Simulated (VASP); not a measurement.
# NaCl (Fm-3m) in VASP: further runs

NaCl is run at these levels: PBE; tasks: single point.

Program: VASP 6.6.1. These are calculated values, not measurements. Logs are shortened: lines on timing, memory, paths and dates and some standing lists are left out, and cuts for length are marked.

### Step 1. The cell of the first run

Symmetry: Fm-3m, No. 225, cubic system. The conventional cell has a = 5.587 Å, b = 5.587 Å, c = 5.587 Å, α = 90.00°, β = 90.00°, γ = 90.00°. Within 3.7 Å of Na (site symmetry m-3m) lie 6 Cl at 2.79 Å. Within 3.7 Å of Cl (site symmetry m-3m) lie 6 Na at 2.79 Å.

### Step 2. Single point, PBE (volume scaled by 0.96)

File INCAR:

```
SYSTEM = NaCl
  PREC = Accurate
  ENCUT = 520
  EDIFF = 1E-6
  ISMEAR = -1
  SIGMA = 0.03
  LREAL = .FALSE.
  LASPH = .TRUE.
  NELM = 60
  ALGO = Normal
  ISIF = 2
  LWAVE = .FALSE.
  LCHARG = .FALSE.
  GGA = PE
  NBANDS = 14
```

File KPOINTS:

```
regular mesh
0
G
  7 7 7
  0 0 0
```

File POSCAR:

```
NaCl
1.0
    0.0000000000      2.7934784166      2.7934784166
    2.7934784166      0.0000000000      2.7934784166
    2.7934784166      2.7934784166      0.0000000000
Na Cl
1 1
Direct
    0.0000000000      0.0000000000      0.0000000000
    0.5000000000      0.5000000000      0.5000000000
```

Potentials or basis: VASP PAW PBE potentials, release 64 (Na_pv, Cl).

Started as:

```
$ cat potpaw_PBE.64/Na_pv/POTCAR potpaw_PBE.64/Cl/POTCAR > POTCAR
$ mpirun -np 1 vasp_std > vasp.out
```

OUTCAR:

```text
SYSTEM = NaCl
   PREC = Accurate
   ENCUT = 520
   EDIFF = 1E-6
   ISMEAR = -1
   LREAL = .FALSE.
   LASPH = .TRUE.
   NELM = 60
   ISIF = 2
   GGA = PE

 ion  position               nearest neighbor table
   1  0.000  0.000  0.000-
   2  0.500  0.500  0.500-

  LATTYP: Found a face centered cubic cell.
 ALAT       =     5.5869568332

  Lattice vectors:

 A1 = (   0.0000000000,   2.7934784166,   2.7934784166)
 A2 = (   2.7934784166,   0.0000000000,   2.7934784166)
 A3 = (   2.7934784166,   2.7934784166,   0.0000000000)

Analysis of symmetry for initial positions (statically):
[... 33 lines left out ...]
                                     Primitive cell

  volume of cell :      43.5979

  direct lattice vectors                    reciprocal lattice vectors
     0.000000000  2.793478417  2.793478417    -0.178988317  0.178988317  0.178988317
     2.793478417  0.000000000  2.793478417     0.178988317 -0.178988317  0.178988317
     2.793478417  2.793478417  0.000000000     0.178988317  0.178988317 -0.178988317

  length of vectors
     3.950575063  3.950575063  3.950575063     0.310016859  0.310016859  0.310016859

  position of ions in fractional coordinates (direct lattice)
[... 8 lines left out ...]
----------------------------------------------------------------------------------------

 KPOINTS: regular mesh

Automatic generation of k-mesh.
 Grid dimensions read from file:
 generate k-points for:    7    7    7

 Generating k-lattice:

  Cartesian coordinates                     Fractional coordinates (reciprocal lattice)
    -0.025569760  0.025569760  0.025569760     0.142857143  0.000000000  0.000000000
     0.025569760 -0.025569760  0.025569760     0.000000000  0.142857143  0.000000000
     0.025569760  0.025569760 -0.025569760     0.000000000  0.000000000  0.142857143

  Length of vectors
     0.044288123  0.044288123  0.044288123

  Shift w.r.t. Gamma in fractional coordinates (k-lattice)
     0.000000000  0.000000000  0.000000000

 Subroutine IBZKPT returns following result:
 ===========================================

 Found     20 irreducible k-points:

 Following reciprocal coordinates:
            Coordinates               Weight
  0.000000  0.000000  0.000000      1.000000
  0.142857  0.000000  0.000000      8.000000
  0.285714  0.000000  0.000000      8.000000
  0.428571  0.000000  0.000000      8.000000
  0.142857  0.142857  0.000000      6.000000
  0.285714  0.142857  0.000000     24.000000
[... 12 lines left out ...]
 -0.428571  0.428571  0.142857     24.000000
 -0.285714  0.428571  0.142857     24.000000
   k-points           NKPTS =     20   k-points in BZ     NKDIM =     20   number of bands    NBANDS=     14
   number of dos      NEDOS =    301   number of ions     NIONS =      2
[... 27 lines left out ...]
   NELECT =      14.0000    total number of electrons
   NUPDOWN=      -1.0000    fix difference up-down
   EMIN   =  10.00;   EMAX   =-10.00  energy-range for DOS
   EFERMI =   0.00;   METHOD = LEGACY
   ISMEAR =    -1;   SIGMA  =   0.03  broadening in eV -4-tet -1-fermi 0-gaus
   EFERMI_NEDOS =   21; number of points for ismear=-14 and -15
   IALGO  =     38    algorithm
   IMIX   =      4    mixing-type and parameters
     AMIX     =   0.40;   BMIX     =  1.00
     AMIX_MAG =   1.60;   BMIX_MAG =  1.00
  volume/ion in A,a.u.               =      21.80       147.11
  Fermi-wavevector in a.u.,A,eV,Ry     =   1.121060  2.118496 17.099469  1.256776
  Thomas-Fermi vector in A             =   2.257711
   LORBIT       =      0    0 simple, 1 ext, 2 COOP (PROOUT), +10 PAW based schemes
   GGA     = PE    functional components
   LHFCALC =     F    Hartree Fock is set to
   AEXX    =    0.0000 exact exchange contribution
   IVDW    =     0    specifies the selected vdW correction
   LEPSILON=     F    determine dielectric tensor
   LRPA    =     F    only Hartree local field effects (RPA)
 non-spin polarized calculation
  energy-cutoff  :      520.00
  volume of cell :       43.60
 maximum number of plane-waves:      1211
 NGX is ok and might be reduce to    30
   NGX = 15   NGY = 15   NGZ = 15

 number of electron      14.0000007 magnetization

 Free energy of the ion-electron system (eV)
  ---------------------------------------------------
  ext. energy  EPLUGINS =         0.00000000
  ---------------------------------------------------
  free energy    TOTEN  =        -6.76552016 eV

  energy without entropy =       -6.76552016  energy(sigma->0) =       -6.76552016

 E-fermi :   0.1207     XC(G=0):  -8.2882

 val. band max:       -0.5646847420   @ k =   0.0000   0.0000   0.0000
 cond. band min:       4.6540636624   @ k =   0.0000   0.0000   0.0000
 fundamental gap:      5.2187484044
 Fermi energy:         0.1207177307

 k-point     1 :       0.0000    0.0000    0.0000
  band No.  band energies     occupation
      1     -21.3299      2.00000
      2     -21.3299      2.00000
      3     -21.3299      2.00000
      4     -13.2890      2.00000
      5      -0.5647      2.00000
      6      -0.5647      2.00000
      7      -0.5647      2.00000
      8       4.6541      0.00000
      9      10.5841      0.00000
     10      10.5841      0.00000
     11      10.5841      0.00000
     12      12.7821      0.00000
     13      12.7821      0.00000
     14      14.4354      0.00000
[... 309 lines left out ...]
      1     -21.3475      2.00000
      2     -21.3467      2.00000
      3     -21.3384      2.00000
      4     -12.8596      2.00000
      5      -1.8840      2.00000
      6      -1.8173      2.00000
      7      -1.2106      2.00000
      8       8.2931      0.00000
      9       8.8079      0.00000
     10       9.5838      0.00000
     11      11.3256      0.00000
     12      14.2860      0.00000
     13      14.9773      0.00000
     14      16.8782      0.00000

------------------------ aborting loop because EDIFF is reached ----------------------------------------

  FORCE on cell =-STRESS in cart. coord.  units (eV):
  Direction    XX          YY          ZZ          XY          YZ          ZX
  --------------------------------------------------------------------------------------
  -------------------------------------------------------------------------------------
  Total        0.4194867      0.4194867      0.4194867      0.0000000      0.0000000     -0.0000000
  in kB       15.4156836     15.4156836     15.4156836      0.0000000      0.0000000     -0.0000000
  external PRESSURE =      15.4156836 kB  Pullay stress =       0.0000000 kB

 VOLUME and BASIS-vectors are now :
 -----------------------------------------------------------------------------
  energy-cutoff  :      520.00
  volume of cell :       43.60
      direct lattice vectors                 reciprocal lattice vectors
     0.000000000  2.793478417  2.793478417    -0.178988317  0.178988317  0.178988317
     2.793478417  0.000000000  2.793478417     0.178988317 -0.178988317  0.178988317
     2.793478417  2.793478417  0.000000000     0.178988317  0.178988317 -0.178988317

 POSITION                                       TOTAL-FORCE (eV/Angst)
 -----------------------------------------------------------------------------------
      0.00000      0.00000      0.00000         0.000000      0.000000      0.000000
      2.79348      2.79348      2.79348         0.000000      0.000000     -0.000000
 -----------------------------------------------------------------------------------
    total drift:                               -0.000000      0.000000      0.000000

  FREE ENERGIE OF THE ION-ELECTRON SYSTEM (eV)
  ---------------------------------------------------
  free  energy   TOTEN  =        -6.7655201614 eV

  energy  without entropy=       -6.7655201614  energy(sigma->0) =       -6.76552016
```

OSZICAR:

```text
N       E                     dE             d eps       ncg     rms          rms(c)
DAV:   1     0.100060527840E+03    0.10006E+03   -0.70059E+03   560   0.104E+03
DAV:   2     0.120217272237E+01   -0.98858E+02   -0.91841E+02   638   0.279E+02
DAV:   3    -0.683456945847E+01   -0.80367E+01   -0.79876E+01   728   0.733E+01
DAV:   4    -0.695602266233E+01   -0.12145E+00   -0.12140E+00   650   0.956E+00
DAV:   5    -0.695860463997E+01   -0.25820E-02   -0.25816E-02   768   0.144E+00    0.216E+00
DAV:   6    -0.677151697473E+01    0.18709E+00   -0.30685E-01   696   0.328E+00    0.162E+00
DAV:   7    -0.676005440292E+01    0.11463E-01   -0.80562E-02   772   0.165E+00    0.110E+00
DAV:   8    -0.676553985125E+01   -0.54854E-02   -0.96779E-03   602   0.855E-01    0.303E-01
DAV:   9    -0.676542099780E+01    0.11885E-03   -0.21358E-04   704   0.114E-01    0.161E-01
DAV:  10    -0.676552946406E+01   -0.10847E-03   -0.29234E-04   632   0.138E-01    0.618E-02
DAV:  11    -0.676552006918E+01    0.93949E-05   -0.17610E-05   734   0.401E-02    0.141E-02
DAV:  12    -0.676552016142E+01   -0.92241E-07   -0.22377E-06   644   0.144E-02
   1 F= -.67655202E+01 E0= -.67655202E+01  d E =-.326512E-11
```

stdout:

```text
POSCAR found type information on POSCAR NaCl
 POSCAR found :  2 types and       2 ions
 scaLAPACK will be used
 LDA part: xc-table for (Slater+PW92), standard interpolation
 POSCAR, INCAR and KPOINTS ok, starting setup
 FFT: planning ... GRIDC
 FFT: planning ... GRID_SOFT
 FFT: planning ... GRID
 WAVECAR not read
 entering main loop
```

Run time: 6.8 s. Hardware: 1 thread of AMD EPYC 9R45 (Zen 5), shared host; peak memory 0.13 GiB.

Results:

```
Free energy            : -6.7655 eV
Pressure               : 1.5 GPa
Band gap on the k mesh : 5.22 eV, direct
```

### Step 3. Single point, PBE (volume scaled by 0.98)

File INCAR:

```
SYSTEM = NaCl
PREC     = Accurate       ! precision mode
ENCUT    = 520            ! plane-wave cutoff, eV
EDIFF    = 1E-6           ! SCF threshold, eV
ISMEAR   = -1             ! smearing method
SIGMA    = 0.03           ! smearing width, eV
LREAL    = .FALSE.        ! projectors in reciprocal space
LASPH    = .TRUE.         ! aspherical terms in the spheres
NELM     = 100            ! most SCF steps
ALGO     = Normal         ! electronic algorithm
ISIF     = 2              ! what is computed and relaxed
LWAVE    = .FALSE.        ! write WAVECAR
LCHARG   = .FALSE.        ! write CHGCAR
GGA      = PE             ! functional
NBANDS   = 14             ! bands
```

KPOINTS is that of step 2.

File POSCAR:

```
NaCl
1.0
    0.0000000000      2.8127443938      2.8127443938
    2.8127443938      0.0000000000      2.8127443938
    2.8127443938      2.8127443938      0.0000000000
Na Cl
1 1
Direct
    0.0000000000      0.0000000000      0.0000000000
    0.5000000000      0.5000000000      0.5000000000
```

Potentials or basis: VASP PAW PBE potentials, release 64 (Na_pv, Cl).

Started as:

```
$ cat potpaw_PBE.64/Na_pv/POTCAR potpaw_PBE.64/Cl/POTCAR > POTCAR
$ mpirun -np 1 vasp_std > vasp.out
```

It took 6.8 s on 1 thread of AMD EPYC 9R45 (Zen 5), shared host; peak memory 0.13 GiB.

Results (log left out):

| Quantity | Value |
| --- | --- |
| Free energy | -6.7728 eV |
| Pressure | 0.9 GPa |
| Band gap on the k mesh | 5.14 eV, direct |

Levels at points of the mesh, in eV from the valence-band top:
```
           k point  band 5  band 6  band 7  band 8  band 9  band 10
(0.00, 0.00, 0.00)    0.00    0.00    0.00    5.14   11.13    11.13
```

### Step 4. Single point, PBE (volume scaled by 1.02)

File INCAR:

```
  ALGO = Normal
  EDIFF = 1E-7
  ENCUT = 520
  GGA = PE
  ISIF = 2
  ISMEAR = -1
  LASPH = T
  LCHARG = T
  LELF = T
  LREAL = F
  LVHAR = T
  LWAVE = F
  NBANDS = 14
  NELM = 60
  PREC = Accurate
  SIGMA = 0.03
```

File KPOINTS:

```
k-points
0
Gamma
  7 7 7
```

File POSCAR:

```
NaCl
1.0
    0.0000000000      2.8505038578      2.8505038578
    2.8505038578      0.0000000000      2.8505038578
    2.8505038578      2.8505038578      0.0000000000
Na Cl
1 1
Direct
    0.0000000000      0.0000000000      0.0000000000
    0.5000000000      0.5000000000      0.5000000000
```

Started as:

```
$ cat potpaw_PBE.64/Na_pv/POTCAR potpaw_PBE.64/Cl/POTCAR > POTCAR
$ mpirun -np 1 vasp_std > vasp.out
```

Run time: 8.4 s. Hardware: 1 thread of AMD EPYC 9R45 (Zen 5), shared host; peak memory 0.13 GiB.

Results (log left out):

| Property | Result |
| --- | --- |
| Free energy | -6.7779 eV |
| Pressure | -0.1 GPa |
| Band gap on the k mesh | 4.99 eV, direct |

Levels at points of the mesh, in eV from the valence-band top:
| k point | band 4 | band 5 | band 6 | band 7 | band 8 | band 9 | band 10 | band 11 |
| --- | --- | --- | --- | --- | --- | --- | --- | --- |
| (0.00, 0.00, 0.00) | -12.59 | 0.00 | 0.00 | 0.00 | 4.99 | 11.09 | 11.09 | 11.09 |

### Step 5. Single point, PBE (volume scaled by 1.04)

File INCAR:

```
ALGO     = Normal         # electronic algorithm
EDIFF    = 1E-6           # SCF threshold, eV
ENCUT    = 520            # plane-wave cutoff, eV
GGA      = PE             # functional
ISIF     = 2              # what is computed and relaxed
ISMEAR   = -1             # smearing method
LASPH    = True           # aspherical terms in the spheres
LCHARG   = False          # write CHGCAR
LREAL    = False          # projectors in reciprocal space
LWAVE    = False          # write WAVECAR
NBANDS   = 14             # bands
NELM     = 80             # most SCF steps
PREC     = Accurate       # precision mode
SIGMA    = 0.03           # smearing width, eV
```

KPOINTS is that of step 4.

File POSCAR:

```
NaCl
1.0
    0.0000000000      2.8690141418      2.8690141418
    2.8690141418      0.0000000000      2.8690141418
    2.8690141418      2.8690141418      0.0000000000
Na Cl
1 1
Direct
    0.0000000000      0.0000000000      0.0000000000
    0.5000000000      0.5000000000      0.5000000000
```

Started as:

```
$ cat potpaw_PBE.64/Na_pv/POTCAR potpaw_PBE.64/Cl/POTCAR > POTCAR
$ mpirun -np 1 vasp_std > vasp.out
```

Run time: 6.6 s. Hardware: 1 thread of AMD EPYC 9R45 (Zen 5), shared host; peak memory 0.13 GiB.

The run converged. Its results:

```
Free energy            : -6.7764 eV
Pressure               : -0.5 GPa
Band gap on the k mesh : 4.91 eV, direct
```

Levels at points of the mesh, in eV from the valence-band top:
| k point | band 3 | band 4 | band 5 | band 6 | band 7 | band 8 | band 9 | band 10 | band 11 | band 12 |
| --- | --- | --- | --- | --- | --- | --- | --- | --- | --- | --- |
| (0.00, 0.00, 0.00) | -20.92 | -12.55 | 0.00 | 0.00 | 0.00 | 4.91 | 11.06 | 11.06 | 11.06 | 13.16 |

### Step 6. The runs side by side

```tsv
cell	gap on the mesh (eV)	pressure (GPa)
a = 3.951 Å, angles 60.0°, 2 atoms	5.22	1.5
a = 3.978 Å, angles 60.0°, 2 atoms	5.14	0.9
a = 4.031 Å, angles 60.0°, 2 atoms	4.99	-0.1
a = 4.057 Å, angles 60.0°, 2 atoms	4.91	-0.5
```

Alike in all rows: task single point; level PBE; potentials or basis VASP PAW PBE potentials, release 64 (Na_pv, Cl); no spin polarisation; k mesh 7 × 7 × 7; cutoff (eV) 520; smearing fermi-dirac 0.03 eV.

Total energies depend on the potentials used, so only differences within one code and one set of settings carry meaning.
